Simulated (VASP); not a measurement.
# CuO (F-43m) in VASP: single point with r2SCAN

Aim: the single point of CuO with r2SCAN.

Everything below comes from runs of VASP 6.6.1. Logs are shortened: lines on timing, memory, paths and dates and some standing lists are left out, and cuts for length are marked.

## 1. The cell of the first run

The structure is cubic, space group F-43m (No. 216). Conventional cell: a = 4.495 Å, b = 4.495 Å, c = 4.495 Å, α = 90.00°, β = 90.00°, γ = 90.00°. Cu (site symmetry -43m) has 4 O at 1.95 Å within 2.6 Å. O (site symmetry -43m) has 4 Cu at 1.95 Å within 2.6 Å.

## 2. Single point, r2SCAN, collinear spin

POSCAR

```
CuO
1.0
    0.0000000000      2.2473768655      2.2473768655
    2.2473768655      0.0000000000      2.2473768655
    2.2473768655      2.2473768655      0.0000000000
Cu O
1 1
Direct
    0.0000000000      0.0000000000      0.0000000000
    0.7500000000      0.7500000000      0.7500000000
```

INCAR.step1

```
SYSTEM = CuO
PREC = Accurate
ENCUT = 520
ISMEAR = 0
SIGMA = 0.1
LREAL = .FALSE.
LASPH = .TRUE.
NELM = 150
ISPIN = 2
MAGMOM = 1 0
LMAXMIX = 4
NBANDS = 20
GGA = PE
ALGO = Normal
EDIFF = 1E-4
LWAVE = .TRUE.
LCHARG = .FALSE.
```

INCAR.step2

```
SYSTEM = CuO
PREC = Accurate
ENCUT = 520
EDIFF = 1E-6
ISMEAR = 0
SIGMA = 0.1
LREAL = .FALSE.
LASPH = .TRUE.
NELM = 150
ALGO = Normal
ISIF = 2
LWAVE = .FALSE.
LCHARG = .FALSE.
ISPIN = 2
MAGMOM = 1 0
LORBIT = 11
LMAXMIX = 4
METAGGA = R2SCAN
LMIXTAU = .TRUE.
NBANDS = 20
ISTART = 1
```

KPOINTS

```
regular mesh
0
G
  8 8 8
  0 0 0
```

Potentials or basis: VASP PAW PBE potentials, release 64 (Cu, O).

On the command line:

```
$ cat potpaw_PBE.64/Cu/POTCAR potpaw_PBE.64/O/POTCAR > POTCAR
$ cp INCAR.step1 INCAR
$ mpirun -np 1 vasp_std > vasp.out
$ cp INCAR.step2 INCAR
$ mpirun -np 1 vasp_std > vasp.out
```

OUTCAR:

```text
SYSTEM = CuO
   PREC = Accurate
   ENCUT = 520
   EDIFF = 1E-6
   ISMEAR = 0
   LREAL = .FALSE.
   LASPH = .TRUE.
   NELM = 150
   ISIF = 2
   ISPIN = 2
   LORBIT = 11
   METAGGA = R2SCAN
   ISTART = 1

 ion  position               nearest neighbor table
   1  0.000  0.000  0.000-   2 1.95   2 1.95   2 1.95   2 1.95
   2  0.750  0.750  0.750-   1 1.95   1 1.95   1 1.95   1 1.95

  LATTYP: Found a face centered cubic cell.
 ALAT       =     4.4947537310

  Lattice vectors:

 A1 = (   0.0000000000,   2.2473768655,   2.2473768655)
 A2 = (   2.2473768655,   0.0000000000,   2.2473768655)
 A3 = (   2.2473768655,   2.2473768655,   0.0000000000)

Analysis of symmetry for initial positions (statically):
=====================================================================
 Subroutine PRICEL returns:
 Original cell was already a primitive cell.

 Routine SETGRP: Setting up the symmetry group for a
 face centered cubic supercell.

 Subroutine GETGRP returns: Found 24 space group operations
 (whereof 24 operations were pure point group operations)
 out of a pool of 48 trial point group operations.

The static configuration has the point symmetry T_d .

Analysis of symmetry for dynamics (positions and initial velocities):
=====================================================================
 Subroutine PRICEL returns:
 Original cell was already a primitive cell.

 Routine SETGRP: Setting up the symmetry group for a
 face centered cubic supercell.

 Subroutine GETGRP returns: Found 24 space group operations
 (whereof 24 operations were pure point group operations)
 out of a pool of 48 trial point group operations.

The dynamic configuration has the point symmetry T_d .

Analysis of structural, dynamic, and magnetic symmetry:
=====================================================================
 Subroutine PRICEL returns:
 Original cell was already a primitive cell.

 Routine SETGRP: Setting up the symmetry group for a
 face centered cubic supercell.

 Subroutine GETGRP returns: Found 24 space group operations
 (whereof 24 operations were pure point group operations)
 out of a pool of 48 trial point group operations.

The overall configuration has the point symmetry T_d .

 Subroutine INISYM returns: Found 24 space group operations
 (whereof 24 operations are pure point group operations),
 and found     1 'primitive' translations

----------------------------------------------------------------------------------------

                                     Primitive cell

[... 113 lines left out ...]
  Thomas-Fermi vector in A             =   2.599899
   LORBIT       =     11    0 simple, 1 ext, 2 COOP (PROOUT), +10 PAW based schemes
   METAGGA = R2SCAN    functional components
   LHFCALC =     F    Hartree Fock is set to
   AEXX    =    0.0000 exact exchange contribution
   IVDW    =     0    specifies the selected vdW correction
   LEPSILON=     F    determine dielectric tensor
   LRPA    =     F    only Hartree local field effects (RPA)
 spin polarized calculation
 Gauss-broadening in eV      SIGMA  =   0.10
  energy-cutoff  :      520.00
  volume of cell :       22.70
 maximum number of plane-waves:       620
   NGX = 11   NGY = 11   NGZ = 11

 number of electron      17.0000014 magnetization       0.0003041

 number of electron      17.0000014 magnetization      -0.0000113

 Free energy of the ion-electron system (eV)
  ---------------------------------------------------
  ext. energy  EPLUGINS =         0.00000000
  ---------------------------------------------------
  free energy    TOTEN  =       -17.88337174 eV

  energy without entropy =      -17.87323982  energy(sigma->0) =      -17.87830578

 E-fermi :   3.9581     XC(G=0): -11.8420

 val. band max:        3.9380054664   @ k =   0.5000   0.0000   0.0000
 cond. band min:       3.9930442741   @ k =  -0.3750   0.1250   0.0000
 fundamental gap:      0.0550388077
 Fermi energy:         3.9580796704

 spin component 1

 k-point     1 :       0.0000    0.0000    0.0000
  band No.  band energies     occupation
      1     -16.1750      1.00000
      2      -1.2305      1.00000
      3      -1.2305      1.00000
      4      -1.2305      1.00000
      5       1.7862      1.00000
      6       1.7862      1.00000
[... 541 lines left out ...]
     19      33.2404      0.00000
     20      38.1088      0.00000

 [... further k-points ...]

 spin component 2

 k-point     1 :       0.0000    0.0000    0.0000
  band No.  band energies     occupation
      1     -16.1750      1.00000
      2      -1.2305      1.00000
      3      -1.2305      1.00000
      4      -1.2305      1.00000
      5       1.7862      1.00000
      6       1.7862      1.00000
[... 541 lines left out ...]
     19      33.2404      0.00000
     20      38.1087      0.00000

 [... further k-points ...]

------------------------ aborting loop because EDIFF is reached ----------------------------------------

  FORCE on cell =-STRESS in cart. coord.  units (eV):
  Direction    XX          YY          ZZ          XY          YZ          ZX
  --------------------------------------------------------------------------------------
  -------------------------------------------------------------------------------------
  Total       -0.3645888     -0.3645888     -0.3645888      0.0000000     -0.0000000     -0.0000000
  in kB      -25.7309728    -25.7309728    -25.7309728      0.0000000     -0.0000000     -0.0000000
  external PRESSURE =     -25.7309728 kB  Pullay stress =       0.0000000 kB

 VOLUME and BASIS-vectors are now :
 -----------------------------------------------------------------------------
  energy-cutoff  :      520.00
  volume of cell :       22.70
      direct lattice vectors                 reciprocal lattice vectors
     0.000000000  2.247376866  2.247376866    -0.222481600  0.222481600  0.222481600
     2.247376866  0.000000000  2.247376866     0.222481600 -0.222481600  0.222481600
     2.247376866  2.247376866  0.000000000     0.222481600  0.222481600 -0.222481600

 POSITION                                       TOTAL-FORCE (eV/Angst)
 -----------------------------------------------------------------------------------
      0.00000      0.00000      0.00000        -0.000000      0.000000     -0.000000
      3.37107      3.37107      3.37107         0.000000     -0.000000      0.000000
 -----------------------------------------------------------------------------------
    total drift:                                0.000003      0.000003      0.000003

  FREE ENERGIE OF THE ION-ELECTRON SYSTEM (eV)
  ---------------------------------------------------
  free  energy   TOTEN  =       -17.8833717420 eV

  energy  without entropy=      -17.8732398176  energy(sigma->0) =      -17.87830578

 total charge

# of ion       s       p       d       tot
------------------------------------------
    1        0.357   0.431   9.131   9.920
    2        1.566   3.414   0.000   4.980
--------------------------------------------------
tot          1.924   3.845   9.131  14.900

 magnetization (x)

# of ion       s       p       d       tot
------------------------------------------
    1        0.000  -0.000  -0.000  -0.000
    2        0.000  -0.000   0.000  -0.000
--------------------------------------------------
tot          0.000  -0.000  -0.000  -0.000
```

OSZICAR.step1:

```text
N       E                     dE             d eps       ncg     rms          rms(c)
DAV:   1     0.102630113141E+03    0.10263E+03   -0.82666E+03  2660   0.129E+03
DAV:   2    -0.482436015502E+01   -0.10745E+03   -0.94224E+02  2416   0.261E+02
DAV:   3    -0.125786545469E+02   -0.77543E+01   -0.71926E+01  2660   0.678E+01
DAV:   4    -0.126792585608E+02   -0.10060E+00   -0.10046E+00  2588   0.746E+00
DAV:   5    -0.126804491522E+02   -0.11906E-02   -0.11906E-02  2716   0.847E-01    0.124E+01
DAV:   6    -0.113028536813E+02    0.13776E+01   -0.15810E+01  3012   0.971E+01    0.126E+01
DAV:   7    -0.956025088251E+01    0.17426E+01   -0.54012E+00  3016   0.733E+01    0.157E+00
DAV:   8    -0.956507259442E+01   -0.48217E-02   -0.26878E-01  2516   0.358E+00    0.100E+00
DAV:   9    -0.955901999607E+01    0.60526E-02   -0.21436E-02  3408   0.274E+00    0.334E-01
DAV:  10    -0.955940983816E+01   -0.38984E-03   -0.24677E-03  3176   0.884E-01    0.355E-01
DAV:  11    -0.955996310124E+01   -0.55326E-03   -0.64620E-04  3032   0.388E-01    0.156E-01
DAV:  12    -0.956016990262E+01   -0.20680E-03   -0.19151E-04  1924   0.237E-01    0.122E-01
DAV:  13    -0.956027463241E+01   -0.10473E-03   -0.11923E-04  2200   0.216E-01    0.169E-02
DAV:  14    -0.956028055099E+01   -0.59186E-05   -0.25836E-05  1244   0.493E-02
   1 F= -.95602806E+01 E0= -.95551148E+01  d E =-.103315E-01  mag=     0.0086
```

It took 1.9 min on 1 thread of Intel Xeon Platinum 8259CL at 2.50GHz (Skylake/Cascade Lake), shared host; peak memory 0.17 GiB.

Results:

* Free energy: -17.8834 eV
* Pressure: -2.6 GPa
* Net moment: 0.00 μB per cell
* Valence electrons inside the program's atomic spheres: Cu 9.92; O 4.98

Levels at points of the mesh, in eV from the Fermi level:
Spin up:
| k point | band 5 | band 6 | band 7 | band 8 | band 9 | band 10 | band 11 | band 12 | band 13 | band 14 |
| --- | --- | --- | --- | --- | --- | --- | --- | --- | --- | --- |
| (0.00, 0.00, 0.00) | -2.17 | -2.17 | 0.85 | 0.85 | 0.85 | 1.37 | 15.27 | 15.27 | 15.27 | 21.77 |
| (0.50, 0.00, 0.00) | -2.04 | -2.04 | -1.86 | -0.02 | -0.02 | 6.75 | 8.53 | 14.76 | 14.76 | 18.77 |
| (0.50, 0.50, 0.00) | -2.34 | -1.94 | -1.48 | -1.18 | -1.18 | 6.29 | 10.94 | 12.05 | 15.84 | 15.84 |
Spin down:
```
           k point  band 7  band 8  band 9  band 10  band 11  band 12
(0.00, 0.00, 0.00)    0.85    0.85    0.85     1.37    15.27    15.27
(0.50, 0.00, 0.00)   -1.86   -0.02   -0.02     6.75     8.53    14.76
(0.50, 0.50, 0.00)   -1.48   -1.18   -1.18     6.29    10.94    12.05
```

Caveat: the PAW data sets were made with another functional, which shifts forces and pressure a little; semilocal functionals often make such compounds metallic where correlation or magnetic order opens a gap, which also shifts bond lengths.
